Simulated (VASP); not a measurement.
# Pt (Fm-3m) in VASP: further runs

Aim: see how the results for Pt move with the level of theory and the settings. Levels: PBE exchange alone, RPBE+D4, BLYP. Tasks: single point.

Program: VASP 6.6.1. These are calculated values, not measurements. Logs are shortened: lines on timing, memory, paths and dates and some standing lists are left out, and cuts for length are marked.

### Step 1. The cell of the first run

The structure is cubic, space group Fm-3m (No. 225). Conventional cell: a = 3.895 Å, b = 3.895 Å, c = 3.895 Å, α = 90.00°, β = 90.00°, γ = 90.00°. Pt (site symmetry m-3m) has 12 Pt at 2.75 Å within 3.6 Å.

### Step 2. Single point, PBE exchange alone

INCAR reads:

```
SYSTEM = Pt
PREC     = Accurate       ! precision mode
ENCUT    = 520            ! plane-wave cutoff, eV
EDIFF    = 1E-7           ! SCF threshold, eV
ISMEAR   = -1             ! smearing method
SIGMA    = 0.05           ! smearing width, eV
LREAL    = .False.        ! projectors in reciprocal space
LASPH    = .True.         ! aspherical terms in the spheres
NELM     = 80             ! most SCF steps
ALGO     = Normal         ! electronic algorithm
ISIF     = 2              ! what is computed and relaxed
LWAVE    = .False.        ! write WAVECAR
LCHARG   = .False.        ! write CHGCAR
GGA      = PE             ! functional
ALDAC    = 0.0          
AGGAC    = 0.0          
NBANDS   = 11             ! bands
```

KPOINTS reads:

```
Automatic mesh
0
Gamma
  12 12 12
  0 0 0
```

POSCAR reads:

```
Pt
1.0
    0.0000000000      1.9477392008      1.9477392008
    1.9477392008      0.0000000000      1.9477392008
    1.9477392008      1.9477392008      0.0000000000
Pt
1
Direct
    0.0000000000      0.0000000000      0.0000000000
```

Potentials or basis: VASP PAW PBE potentials, release 64 (Pt).

On the command line:

```console
cat potpaw_PBE.64/Pt/POTCAR > POTCAR
mpirun -np 1 vasp_std > vasp.out
```

OUTCAR:

```text
SYSTEM = Pt
   PREC = Accurate
   ENCUT = 520
   EDIFF = 1E-7
   ISMEAR = -1
   LREAL = .False.
   LASPH = .True.
   NELM = 80
   ISIF = 2
   GGA = PE

 ion  position               nearest neighbor table
   1  0.000  0.000  0.000-

  LATTYP: Found a face centered cubic cell.
 ALAT       =     3.8954784016

  Lattice vectors:

 A1 = (   0.0000000000,   1.9477392008,   1.9477392008)
 A2 = (   1.9477392008,   0.0000000000,   1.9477392008)
 A3 = (   1.9477392008,   1.9477392008,   0.0000000000)

Analysis of symmetry for initial positions (statically):
=====================================================================
 Subroutine PRICEL returns:
 Original cell was already a primitive cell.

 Routine SETGRP: Setting up the symmetry group for a
 face centered cubic supercell.

 Subroutine GETGRP returns: Found 48 space group operations
 (whereof 48 operations were pure point group operations)
 out of a pool of 48 trial point group operations.

The static configuration has the point symmetry O_h .

Analysis of symmetry for dynamics (positions and initial velocities):
=====================================================================
 Subroutine PRICEL returns:
 Original cell was already a primitive cell.

 Routine SETGRP: Setting up the symmetry group for a
 face centered cubic supercell.

 Subroutine GETGRP returns: Found 48 space group operations
 (whereof 48 operations were pure point group operations)
 out of a pool of 48 trial point group operations.

The dynamic configuration has the point symmetry O_h .

 Subroutine INISYM returns: Found 48 space group operations
 (whereof 48 operations are pure point group operations),
 and found     1 'primitive' translations

----------------------------------------------------------------------------------------

                                     Primitive cell

  volume of cell :      14.7782

  direct lattice vectors                    reciprocal lattice vectors
     0.000000000  1.947739201  1.947739201    -0.256707879  0.256707879  0.256707879
     1.947739201  0.000000000  1.947739201     0.256707879 -0.256707879  0.256707879
     1.947739201  1.947739201  0.000000000     0.256707879  0.256707879 -0.256707879

  length of vectors
     2.754519194  2.754519194  2.754519194     0.444631090  0.444631090  0.444631090

  position of ions in fractional coordinates (direct lattice)
     0.000000000  0.000000000  0.000000000

  ion indices of the primitive-cell ions
   primitive index   ion index
                 1           1

----------------------------------------------------------------------------------------

 KPOINTS: Automatic mesh

Automatic generation of k-mesh.
 Grid dimensions read from file:
 generate k-points for:   12   12   12

 Generating k-lattice:

  Cartesian coordinates                     Fractional coordinates (reciprocal lattice)
    -0.021392323  0.021392323  0.021392323     0.083333333  0.000000000  0.000000000
     0.021392323 -0.021392323  0.021392323     0.000000000  0.083333333  0.000000000
     0.021392323  0.021392323 -0.021392323     0.000000000  0.000000000  0.083333333

  Length of vectors
     0.037052591  0.037052591  0.037052591

  Shift w.r.t. Gamma in fractional coordinates (k-lattice)
     0.000000000  0.000000000  0.000000000

 Subroutine IBZKPT returns following result:
 ===========================================

 Found     72 irreducible k-points:

 Following reciprocal coordinates:
            Coordinates               Weight
  0.000000  0.000000  0.000000      1.000000
  0.083333  0.000000  0.000000      8.000000
  0.166667  0.000000  0.000000      8.000000
  0.250000  0.000000  0.000000      8.000000
  0.333333  0.000000  0.000000      8.000000
  0.416667  0.000000  0.000000      8.000000
[... 16 lines left out ...]
  0.500000  0.166667  0.000000     24.000000
 -0.416667  0.166667  0.000000     24.000000
 [... further k-points ...]
   k-points           NKPTS =     72   k-points in BZ     NKDIM =     72   number of bands    NBANDS=     11
   number of dos      NEDOS =    301   number of ions     NIONS =      1
   total plane-waves  NPLWV =   8000
   dimension x,y,z NGX =    20 NGY =   20 NGZ =   20
   dimension x,y,z NGXF=    40 NGYF=   40 NGZF=   40
   ions per type =               1
   NGX,Y,Z   is equivalent  to a cutoff of  12.07, 12.07, 12.07 a.u.
   NGXF,Y,Z  is equivalent  to a cutoff of  24.14, 24.14, 24.14 a.u.
 SYSTEM =  Pt
   PREC   = accura    normal or accurate (medium, high low for compatibility)
   ISTART =      0    job   : 0-new  1-cont  2-samecut
   ICHARG =      2    charge: 1-file 2-atom 10-const
   ISPIN  =      1    spin polarized calculation?
   LNONCOLLINEAR =      F non collinear calculations
   LSORBIT =      F    spin-orbit coupling
   LASPH  =      T    aspherical Exc in radial PAW
   ENCUT  =  520.0 eV  38.22 Ry    6.18 a.u.   5.12  5.12  5.12*2*pi/ulx,y,z
   NELM   =     80;   NELMIN=  2; NELMDL= -5     # of ELM steps
   EDIFF  = 0.1E-06   stopping-criterion for ELM
   LREAL  =      F    real-space projection
   EDIFFG = 0.1E-05   stopping-criterion for IOM
   NSW    =      0    number of steps for IOM
   IBRION =     -1    ionic relax: 0-MD 1-quasi-New 2-CG
   NFREE  =      0    steps in history (QN), initial steepest desc. (CG)
   ISIF   =      2    stress and relaxation
   ISYM   =      2    0-nonsym 1-usesym 2-fastsym
   POTIM  = 0.5000    time-step for ionic-motion
   TEBEG  =    0.0;   TEEND  =   0.0 temperature during run
   PSTRESS=    0.0 pullay stress
   NELECT =      10.0000    total number of electrons
   NUPDOWN=      -1.0000    fix difference up-down
   EMIN   =  10.00;   EMAX   =-10.00  energy-range for DOS
   EFERMI =   0.00;   METHOD = LEGACY
   ISMEAR =    -1;   SIGMA  =   0.05  broadening in eV -4-tet -1-fermi 0-gaus
   EFERMI_NEDOS =   21; number of points for ismear=-14 and -15
   IALGO  =     38    algorithm
   IMIX   =      4    mixing-type and parameters
     AMIX     =   0.40;   BMIX     =  1.00
     AMIX_MAG =   1.60;   BMIX_MAG =  1.00
  volume/ion in A,a.u.               =      14.78        99.73
  Fermi-wavevector in a.u.,A,eV,Ry     =   1.437256  2.716019 28.105607  2.065704
  Thomas-Fermi vector in A             =   2.556353
   LORBIT       =      0    0 simple, 1 ext, 2 COOP (PROOUT), +10 PAW based schemes
   GGA     = PE    functional components
   LHFCALC =     F    Hartree Fock is set to
   AEXX    =    0.0000 exact exchange contribution
   IVDW    =     0    specifies the selected vdW correction
   LEPSILON=     F    determine dielectric tensor
   LRPA    =     F    only Hartree local field effects (RPA)
 non-spin polarized calculation
  energy-cutoff  :      520.00
  volume of cell :       14.78
 maximum number of plane-waves:       415
   NGX = 11   NGY = 11   NGZ = 11

 number of electron      10.0000000 magnetization

 Free energy of the ion-electron system (eV)
  ---------------------------------------------------
  ext. energy  EPLUGINS =         0.00000000
  ---------------------------------------------------
  free energy    TOTEN  =        -3.58296903 eV

  energy without entropy =       -3.56809970  energy(sigma->0) =       -3.57553436

 E-fermi :  13.5024     XC(G=0): -11.7513

 val. band max:       13.4998152679   @ k =  -0.2500   0.4167   0.1667
 cond. band min:      13.5047341110   @ k =  -0.4167   0.4167   0.1667
 fundamental gap:      0.0049188431
 Fermi energy:        13.5023857549

 k-point     1 :       0.0000    0.0000    0.0000
  band No.  band energies     occupation
      1       3.1208      2.00000
      2       9.5600      2.00000
      3       9.5600      2.00000
      4       9.5600      2.00000
      5      11.7762      2.00000
      6      11.7762      2.00000
      7      28.2750      0.00000
      8      33.2239      0.00000
      9      33.2239      0.00000
     10      33.2239      0.00000
     11      39.0387      0.00000

 k-point     2 :       0.0833    0.0000    0.0000
  band No.  band energies     occupation
      1       3.4048      2.00000
      2       9.4383      2.00000
      3       9.6714      2.00000
      4       9.6714      2.00000
      5      11.7161      2.00000
      6      11.7161      2.00000
      7      28.7171      0.00000
      8      31.9562      0.00000
      9      33.6675      0.00000
     10      33.6675      0.00000
     11      40.3667      0.00000

 k-point     3 :       0.1667    0.0000    0.0000
  band No.  band energies     occupation
      1       4.1892      2.00000
      2       9.2002      2.00000
      3       9.8974      2.00000
      4       9.8974      2.00000
      5      11.6687      2.00000
      6      11.6687      2.00000
      7      29.6466      0.00000
      8      29.7432      0.00000
      9      34.9060      0.00000
     10      34.9060      0.00000
     11      38.8246      0.00000

 k-point     4 :       0.2500    0.0000    0.0000
  band No.  band energies     occupation
      1       5.1906      2.00000
      2       9.2408      2.00000
      3       9.9421      2.00000
      4       9.9421      2.00000
      5      11.9646      2.00000
      6      11.9646      2.00000
      7      27.0497      0.00000
      8      30.1127      0.00000
      9      36.4285      0.00000
     10      36.4285      0.00000
     11      37.3038      0.00000

 k-point     5 :       0.3333    0.0000    0.0000
  band No.  band energies     occupation
      1       5.8332      2.00000
      2       9.7574      2.00000
      3       9.7574      2.00000
      4      10.1763      2.00000
      5      12.6194      2.00000
      6      12.6194      2.00000
      7      24.0499      0.00000
      8      29.1180      0.00000
      9      35.1061      0.00000
     10      35.1061      0.00000
     11      38.8795      0.00000
[... 211 lines left out ...]
 k-point    21 :       0.3333    0.1667    0.0000
  band No.  band energies     occupation
      1       6.2813      2.00000
      2       8.3683      2.00000
      3       9.6684      2.00000
      4      10.6762      2.00000
      5      12.3885      2.00000
      6      12.9349      1.99998
      7      26.5954      0.00000
      8      30.8627      0.00000
      9      31.7011      0.00000
     10      33.7602      0.00000
     11      38.1582      0.00000

 k-point    22 :       0.4167    0.1667    0.0000
  band No.  band energies     occupation
      1       6.6838      2.00000
      2       8.9216      2.00000
      3       9.4495      2.00000
      4      10.4852      2.00000
      5      13.4561      1.43235
      6      14.0543      0.00003
      7      23.1402      0.00000
      8      29.7341      0.00000
      9      31.0659      0.00000
     10      33.0343      0.00000
     11      40.3871      0.00000

 k-point    23 :       0.5000    0.1667    0.0000
  band No.  band energies     occupation
      1       6.7508      2.00000
      2       8.9024      2.00000
      3      10.2412      2.00000
      4      10.2868      2.00000
      5      13.5909      0.29113
      6      16.0696      0.00000
      7      20.0844      0.00000
      8      28.9691      0.00000
      9      31.1175      0.00000
     10      31.5957      0.00000
     11      41.1582      0.00000

 k-point    24 :      -0.4167    0.1667    0.0000
  band No.  band energies     occupation
      1       6.8099      2.00000
      2       8.9126      2.00000
      3      10.1933      2.00000
      4      10.5763      2.00000
      5      13.1761      1.99708
      6      16.6412      0.00000
      7      19.6503      0.00000
      8      28.5912      0.00000
      9      30.6240      0.00000
     10      32.2587      0.00000
     11      40.7472      0.00000

 [... further k-points ...]
[... 5 lines left out ...]
  --------------------------------------------------------------------------------------
  -------------------------------------------------------------------------------------
  Total        4.6233846      4.6233846      4.6233846     -0.0000000      0.0000000     -0.0000000
  in kB      501.2428587    501.2428587    501.2428587     -0.0000000      0.0000000     -0.0000000
  external PRESSURE =     501.2428587 kB  Pullay stress =       0.0000000 kB

 VOLUME and BASIS-vectors are now :
 -----------------------------------------------------------------------------
  energy-cutoff  :      520.00
  volume of cell :       14.78
      direct lattice vectors                 reciprocal lattice vectors
     0.000000000  1.947739201  1.947739201    -0.256707879  0.256707879  0.256707879
     1.947739201  0.000000000  1.947739201     0.256707879 -0.256707879  0.256707879
     1.947739201  1.947739201  0.000000000     0.256707879  0.256707879 -0.256707879

 POSITION                                       TOTAL-FORCE (eV/Angst)
 -----------------------------------------------------------------------------------
      0.00000      0.00000      0.00000        -0.000000      0.000000     -0.000000
 -----------------------------------------------------------------------------------
    total drift:                                0.000000     -0.000000      0.000000

  FREE ENERGIE OF THE ION-ELECTRON SYSTEM (eV)
  ---------------------------------------------------
  free  energy   TOTEN  =        -3.5829690265 eV

  energy  without entropy=       -3.5680996976  energy(sigma->0) =       -3.57553436
```

Run time: 14 s. Hardware: 1 thread of Intel Xeon 8259CL, shared host; peak memory 0.13 GiB.

Results:

```yaml
Free_energy: -3.5830 eV
Pressure: 50.1 GPa
Band_gap_on_the_k_mesh: zero (band 5 reaches 14.01 eV, above the bottom of band 6 at 11.67 eV)
```

Caveat: spin-orbit coupling is left out, which moves the levels of the heavy elements.

(Part 1 of 2 ends here.)
